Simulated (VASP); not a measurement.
# BaTe (Fm-3m) in VASP: notebook

Runs on BaTe. Level: LDA. Tasks: single point, relaxation of cell and atoms.

All numbers are computed with VASP 6.6.1; they aren't measurements. Logs are shortened: lines on timing, memory, paths and dates and some standing lists are left out, and cuts for length are marked.

## (1) The cell of the first run

Symmetry: Fm-3m, No. 225, cubic system. Conventional cell: a = 6.866 Å, b = 6.866 Å, c = 6.866 Å, α = 90.00°, β = 90.00°, γ = 90.00°. Within 4.5 Å of Ba (site symmetry m-3m) lie 6 Te at 3.43 Å. Within 4.5 Å of Te (site symmetry m-3m) lie 6 Ba at 3.43 Å.

## (2) Single point, LDA

File INCAR:

```
PREC = Accurate
ENCUT = 520
EDIFF = 1E-6
ISMEAR = -1
SIGMA = 0.08
LREAL = F
LASPH = T
NELM = 60
ALGO = Normal
ISIF = 2
LWAVE = F
LCHARG = T
GGA = CA
LELF = T
LVHAR = T
NBANDS = 15
```

File KPOINTS:

```
Automatic mesh
0
Gamma
  12 12 12
```

File POSCAR:

```
BaTe
1.0
    0.0000000000      3.4331405669      3.4331405669
    3.4331405669      0.0000000000      3.4331405669
    3.4331405669      3.4331405669      0.0000000000
Ba Te
1 1
Direct
    0.0000000000      0.0000000000      0.0000000000
    0.5000000000      0.5000000000      0.5000000000
```

Potentials or basis: VASP PAW LDA potentials, release 64 (Ba_sv, Te).

The run is started by

```bash
> cat potpaw_LDA.64/Ba_sv/POTCAR potpaw_LDA.64/Te/POTCAR > POTCAR
> mpirun -np 1 vasp_std > vasp.out
```

OUTCAR:

```text
PREC = Accurate
   ENCUT = 520
   EDIFF = 1E-6
   ISMEAR = -1
   LREAL = F
   LASPH = T
   NELM = 60
   ISIF = 2
   GGA = CA

 ion  position               nearest neighbor table
   1  0.000  0.000  0.000-   2 3.43   2 3.43   2 3.43   2 3.43   2 3.43   2 3.43
   2  0.500  0.500  0.500-   1 3.43   1 3.43   1 3.43   1 3.43   1 3.43   1 3.43

  LATTYP: Found a face centered cubic cell.
 ALAT       =     6.8662811338

  Lattice vectors:

 A1 = (   0.0000000000,   3.4331405669,   3.4331405669)
 A2 = (   3.4331405669,   0.0000000000,   3.4331405669)
 A3 = (   3.4331405669,   3.4331405669,   0.0000000000)

Analysis of symmetry for initial positions (statically):
=====================================================================
 Subroutine PRICEL returns:
 Original cell was already a primitive cell.

 Routine SETGRP: Setting up the symmetry group for a
 face centered cubic supercell.

 Subroutine GETGRP returns: Found 48 space group operations
 (whereof 48 operations were pure point group operations)
 out of a pool of 48 trial point group operations.

The static configuration has the point symmetry O_h .

Analysis of symmetry for dynamics (positions and initial velocities):
=====================================================================
 Subroutine PRICEL returns:
 Original cell was already a primitive cell.

 Routine SETGRP: Setting up the symmetry group for a
 face centered cubic supercell.

 Subroutine GETGRP returns: Found 48 space group operations
 (whereof 48 operations were pure point group operations)
 out of a pool of 48 trial point group operations.

The dynamic configuration has the point symmetry O_h .

 Subroutine INISYM returns: Found 48 space group operations
 (whereof 48 operations are pure point group operations),
 and found     1 'primitive' translations

----------------------------------------------------------------------------------------

                                     Primitive cell

  volume of cell :      80.9291

  direct lattice vectors                    reciprocal lattice vectors
     0.000000000  3.433140567  3.433140567    -0.145639245  0.145639245  0.145639245
     3.433140567  0.000000000  3.433140567     0.145639245 -0.145639245  0.145639245
     3.433140567  3.433140567  0.000000000     0.145639245  0.145639245 -0.145639245

  length of vectors
     4.855193951  4.855193951  4.855193951     0.252254572  0.252254572  0.252254572

  position of ions in fractional coordinates (direct lattice)
     0.000000000  0.000000000  0.000000000
     0.500000000  0.500000000  0.500000000

  ion indices of the primitive-cell ions
   primitive index   ion index
                 1           1
                 2           2

----------------------------------------------------------------------------------------

 KPOINTS: Automatic mesh

Automatic generation of k-mesh.
 Grid dimensions read from file:
 generate k-points for:   12   12   12

 Generating k-lattice:

  Cartesian coordinates                     Fractional coordinates (reciprocal lattice)
    -0.012136604  0.012136604  0.012136604     0.083333333  0.000000000  0.000000000
     0.012136604 -0.012136604  0.012136604     0.000000000  0.083333333  0.000000000
     0.012136604  0.012136604 -0.012136604     0.000000000  0.000000000  0.083333333

  Length of vectors
     0.021021214  0.021021214  0.021021214

  Shift w.r.t. Gamma in fractional coordinates (k-lattice)
     0.000000000  0.000000000  0.000000000

 Subroutine IBZKPT returns following result:
 ===========================================

 Found     72 irreducible k-points:

 Following reciprocal coordinates:
            Coordinates               Weight
  0.000000  0.000000  0.000000      1.000000
  0.083333  0.000000  0.000000      8.000000
  0.166667  0.000000  0.000000      8.000000
  0.250000  0.000000  0.000000      8.000000
  0.333333  0.000000  0.000000      8.000000
  0.416667  0.000000  0.000000      8.000000
[... 16 lines left out ...]
  0.500000  0.166667  0.000000     24.000000
 -0.416667  0.166667  0.000000     24.000000
 [... further k-points ...]
   k-points           NKPTS =     72   k-points in BZ     NKDIM =     72   number of bands    NBANDS=     15
   number of dos      NEDOS =    301   number of ions     NIONS =      2
   total plane-waves  NPLWV =  46656
   dimension x,y,z NGX =    36 NGY =   36 NGZ =   36
   dimension x,y,z NGXF=    72 NGYF=   72 NGZF=   72
   ions per type =               1   1
   NGX,Y,Z   is equivalent  to a cutoff of  12.33, 12.33, 12.33 a.u.
   NGXF,Y,Z  is equivalent  to a cutoff of  24.65, 24.65, 24.65 a.u.
 SYSTEM =  unknown system
   PREC   = accura    normal or accurate (medium, high low for compatibility)
   ISTART =      0    job   : 0-new  1-cont  2-samecut
   ICHARG =      2    charge: 1-file 2-atom 10-const
   ISPIN  =      1    spin polarized calculation?
   LNONCOLLINEAR =      F non collinear calculations
   LSORBIT =      F    spin-orbit coupling
   LASPH  =      T    aspherical Exc in radial PAW
   ENCUT  =  520.0 eV  38.22 Ry    6.18 a.u.   9.03  9.03  9.03*2*pi/ulx,y,z
   NELM   =     60;   NELMIN=  2; NELMDL= -5     # of ELM steps
   EDIFF  = 0.1E-05   stopping-criterion for ELM
   LREAL  =      F    real-space projection
   EDIFFG = 0.1E-04   stopping-criterion for IOM
   NSW    =      0    number of steps for IOM
   IBRION =     -1    ionic relax: 0-MD 1-quasi-New 2-CG
   NFREE  =      0    steps in history (QN), initial steepest desc. (CG)
   ISIF   =      2    stress and relaxation
   ISYM   =      2    0-nonsym 1-usesym 2-fastsym
   POTIM  = 0.5000    time-step for ionic-motion
   TEBEG  =    0.0;   TEEND  =   0.0 temperature during run
   PSTRESS=    0.0 pullay stress
   NELECT =      16.0000    total number of electrons
   NUPDOWN=      -1.0000    fix difference up-down
   EMIN   =  10.00;   EMAX   =-10.00  energy-range for DOS
   EFERMI =   0.00;   METHOD = LEGACY
   ISMEAR =    -1;   SIGMA  =   0.08  broadening in eV -4-tet -1-fermi 0-gaus
   EFERMI_NEDOS =   21; number of points for ismear=-14 and -15
   IALGO  =     38    algorithm
   IMIX   =      4    mixing-type and parameters
     AMIX     =   0.40;   BMIX     =  1.00
     AMIX_MAG =   1.60;   BMIX_MAG =  1.00
  volume/ion in A,a.u.               =      40.46       273.07
  Fermi-wavevector in a.u.,A,eV,Ry     =   0.953703  1.802238 12.375176  0.909550
  Thomas-Fermi vector in A             =   2.082383
   LORBIT       =      0    0 simple, 1 ext, 2 COOP (PROOUT), +10 PAW based schemes
   GGA     = CA    functional components
   LHFCALC =     F    Hartree Fock is set to
   AEXX    =    0.0000 exact exchange contribution
   IVDW    =     0    specifies the selected vdW correction
   LEPSILON=     F    determine dielectric tensor
   LRPA    =     F    only Hartree local field effects (RPA)
 non-spin polarized calculation
  energy-cutoff  :      520.00
  volume of cell :       80.93
 maximum number of plane-waves:      2202
   NGX = 17   NGY = 17   NGZ = 17

 number of electron      16.0000000 magnetization

 Free energy of the ion-electron system (eV)
  ---------------------------------------------------
  ext. energy  EPLUGINS =         0.00000000
  ---------------------------------------------------
  free energy    TOTEN  =        -9.61067638 eV

  energy without entropy =       -9.61066716  energy(sigma->0) =       -9.61067177

 E-fermi :   3.1230     XC(G=0):  -8.7697

 val. band max:        2.4669240373   @ k =   0.0000   0.0000   0.0000
 cond. band min:       3.7249150048   @ k =   0.5000   0.5000   0.0000
 fundamental gap:      1.2579909676
 Fermi energy:         3.1229665960

 k-point     1 :       0.0000    0.0000    0.0000
  band No.  band energies     occupation
      1     -24.3421      2.00000
      2      -9.5274      2.00000
      3      -9.5274      2.00000
      4      -9.5274      2.00000
      5      -7.2735      2.00000
      6       2.4669      1.99945
      7       2.4669      1.99945
      8       2.4669      1.99945
      9       5.2352      0.00000
     10       5.2352      0.00000
     11       5.2352      0.00000
     12       5.3914      0.00000
     13       5.9674      0.00000
     14       5.9674      0.00000
     15       9.3051      0.00000

 k-point     2 :       0.0833    0.0000    0.0000
  band No.  band energies     occupation
      1     -24.3408      2.00000
      2      -9.5776      2.00000
      3      -9.5283      2.00000
      4      -9.5283      2.00000
      5      -7.2019      2.00000
      6       2.1765      1.99999
      7       2.3338      1.99990
      8       2.3338      1.99990
      9       5.2552      0.00000
     10       5.3327      0.00000
     11       5.3327      0.00000
     12       5.7374      0.00000
     13       6.1965      0.00000
     14       6.1965      0.00000
     15       9.5505      0.00000

 k-point     3 :       0.1667    0.0000    0.0000
  band No.  band energies     occupation
      1     -24.3373      2.00000
      2      -9.7026      2.00000
      3      -9.5309      2.00000
      4      -9.5309      2.00000
      5      -7.0169      2.00000
      6       1.5760      2.00000
      7       2.0299      2.00000
      8       2.0299      2.00000
      9       5.3044      0.00000
     10       5.5975      0.00000
     11       5.5975      0.00000
     12       6.5413      0.00000
     13       6.8080      0.00000
     14       6.8080      0.00000
     15      10.2091      0.00000

 k-point     4 :       0.2500    0.0000    0.0000
  band No.  band energies     occupation
      1     -24.3326      2.00000
      2      -9.8519      2.00000
      3      -9.5343      2.00000
      4      -9.5343      2.00000
      5      -6.7812      2.00000
      6       0.9600      2.00000
      7       1.6999      2.00000
      8       1.6999      2.00000
      9       5.4601      0.00000
     10       6.0036      0.00000
     11       6.0036      0.00000
     12       7.4256      0.00000
     13       7.6521      0.00000
     14       7.6521      0.00000
     15      10.8346      0.00000
[... 307 lines left out ...]
 k-point    22 :       0.4167    0.1667    0.0000
  band No.  band energies     occupation
      1     -24.3240      2.00000
      2      -9.9606      2.00000
      3      -9.5783      2.00000
      4      -9.5720      2.00000
      5      -6.6033      2.00000
      6       0.5007      2.00000
      7       1.3907      2.00000
      8       1.5888      2.00000
      9       5.1676      0.00000
     10       7.2170      0.00000
     11       7.3495      0.00000
     12       7.6596      0.00000
     13       7.9908      0.00000
     14       9.3220      0.00000
     15      10.5516      0.00000

 k-point    23 :       0.5000    0.1667    0.0000
  band No.  band energies     occupation
      1     -24.3216      2.00000
      2     -10.0140      2.00000
      3      -9.5941      2.00000
      4      -9.5656      2.00000
      5      -6.5090      2.00000
      6       0.3610      2.00000
      7       1.2706      2.00000
      8       1.3879      2.00000
      9       5.6796      0.00000
     10       7.2691      0.00000
     11       7.5327      0.00000
     12       7.7884      0.00000
     13       8.6887      0.00000
     14       9.5750      0.00000
     15      10.0379      0.00000

 k-point    24 :      -0.4167    0.1667    0.0000
  band No.  band energies     occupation
      1     -24.3213      2.00000
      2     -10.0247      2.00000
      3      -9.6081      2.00000
      4      -9.5546      2.00000
      5      -6.4760      2.00000
      6       0.2938      2.00000
      7       1.2730      2.00000
      8       1.3207      2.00000
      9       6.2461      0.00000
     10       6.7655      0.00000
     11       7.1606      0.00000
     12       8.0638      0.00000
     13       8.8381      0.00000
     14       9.5926      0.00000
     15      10.4965      0.00000

 [... further k-points ...]

------------------------ aborting loop because EDIFF is reached ----------------------------------------

  FORCE on cell =-STRESS in cart. coord.  units (eV):
  Direction    XX          YY          ZZ          XY          YZ          ZX
  --------------------------------------------------------------------------------------
  -------------------------------------------------------------------------------------
  Total        0.2298090      0.2298090      0.2298090      0.0000000      0.0000000      0.0000000
  in kB        4.5495960      4.5495960      4.5495960      0.0000000      0.0000000      0.0000000
  external PRESSURE =       4.5495960 kB  Pullay stress =       0.0000000 kB

 VOLUME and BASIS-vectors are now :
 -----------------------------------------------------------------------------
  energy-cutoff  :      520.00
  volume of cell :       80.93
      direct lattice vectors                 reciprocal lattice vectors
     0.000000000  3.433140567  3.433140567    -0.145639245  0.145639245  0.145639245
     3.433140567  0.000000000  3.433140567     0.145639245 -0.145639245  0.145639245
     3.433140567  3.433140567  0.000000000     0.145639245  0.145639245 -0.145639245

 POSITION                                       TOTAL-FORCE (eV/Angst)
 -----------------------------------------------------------------------------------
      0.00000      0.00000      0.00000        -0.000000     -0.000000     -0.000000
      3.43314      3.43314      3.43314         0.000000      0.000000      0.000000
 -----------------------------------------------------------------------------------
    total drift:                                0.000000      0.000000      0.000000

  FREE ENERGIE OF THE ION-ELECTRON SYSTEM (eV)
  ---------------------------------------------------
  free  energy   TOTEN  =        -9.6106763835 eV

  energy  without entropy=       -9.6106671565  energy(sigma->0) =       -9.61067177
```

Run time: 28 s. Hardware: 1 thread of Intel Xeon 6975P-C (Granite Rapids), shared host; peak memory 0.23 GiB.

What came out:

```yaml
Free_energy: -9.6107 eV
Pressure: 0.5 GPa
Band_gap_on_the_k_mesh: 1.26 eV (least direct gap 1.64 eV)
```

Caveat: spin-orbit coupling is left out, which moves the levels of the heavy elements.

## (3) Relaxation of cell and atoms, LDA

This run uses another cell than the first one, of 39.65 Å³/atom.

File INCAR:

```
SYSTEM = BaTe
PREC     = Accurate       ! precision mode
ENCUT    = 600            ! plane-wave cutoff, eV
EDIFF    = 1E-6           ! SCF threshold, eV
ISMEAR   = -1             ! smearing method
SIGMA    = 0.08           ! smearing width, eV
LREAL    = .False.        ! projectors in reciprocal space
LASPH    = .True.         ! aspherical terms in the spheres
NELM     = 60             ! most SCF steps
ALGO     = Normal         ! electronic algorithm
ISIF     = 3              ! what is computed and relaxed
LWAVE    = .False.        ! write WAVECAR
LCHARG   = .False.        ! write CHGCAR
GGA      = CA             ! functional
IBRION   = 2              ! ionic algorithm
NSW      = 100            ! ionic steps
EDIFFG   = -0.002         ! ionic threshold
```

File KPOINTS:

```
regular mesh
0
Gamma
  12 12 12
  0 0 0
```

File POSCAR:

```
BaTe
1.0
    0.0000000000      3.4100000000      3.4100000000
    3.4100000000      0.0000000000      3.4100000000
    3.4100000000      3.4100000000      0.0000000000
Ba Te
1 1
Direct
    0.0000000000      0.0000000000      0.0000000000
    0.5000000000      0.5000000000      0.5000000000
```

Potentials or basis: VASP PAW LDA potentials, release 64 (Ba_sv, Te).

The run is started by

```bash
> cat potpaw_LDA.64/Ba_sv/POTCAR potpaw_LDA.64/Te/POTCAR > POTCAR
> mpirun -np 1 vasp_std > vasp.out
```

Run time: 82 s. Hardware: 1 thread of Intel Xeon 6975P-C (Granite Rapids), shared host; peak memory 0.26 GiB.

It converged, with:

| Property | Result |
| --- | --- |
| Free energy | -9.6121 eV |
| Relaxed volume | 40.98 Å³/atom |
| Relaxed cell | a = 4.876 Å, b = 4.876 Å, c = 4.876 Å, α = 60.00°, β = 60.00°, γ = 60.00° |
| Space group after relaxing (to 0.1 Å) | Fm-3m (No. 225) |
| Energy gained by relaxing | 5.0 meV/atom |
| Ionic steps | 5 |
| Pressure after relaxing | 0.0 GPa |
| Band gap on the k mesh | 1.29 eV (least direct gap 1.67 eV) |

The path:
```tsv
step	energy change (eV)	largest force (eV/Å)	pressure (GPa)	volume (Å³)
1	0.0000	0.0000	1.24	79.30
2	-0.0088	0.0000	-0.39	82.87
3	-0.0099	0.0000	0.01	81.95
4	-0.0099	0.0000	-0.02	82.00
5	-0.0099	0.0000	0.00	81.96
```

Final structure:
```
CELL_PARAMETERS angstrom
0.00000 3.44759 3.44759
3.44759 0.00000 3.44759
3.44759 3.44759 0.00000
ATOMIC_POSITIONS crystal
Ba 0.00000 0.00000 0.00000
Te 0.50000 0.50000 0.50000
```

Levels at points of the mesh, in eV from the valence-band top:
```tsv
k point	band 4	band 5	band 6	band 7	band 8	band 9	band 10	band 11	band 12
(0.00, 0.00, 0.00)	-12.02	-9.71	0.00	0.00	0.00	2.78	2.78	2.78	2.87
(0.50, 0.00, 0.00)	-12.03	-8.82	-2.42	-1.24	-1.24	4.14	4.74	4.87	4.87
(0.50, 0.50, 0.00)	-12.12	-9.49	-1.15	-0.38	-0.38	1.29	4.45	4.66	5.72
```

Caveat: spin-orbit coupling is left out, which moves the levels of the heavy elements.
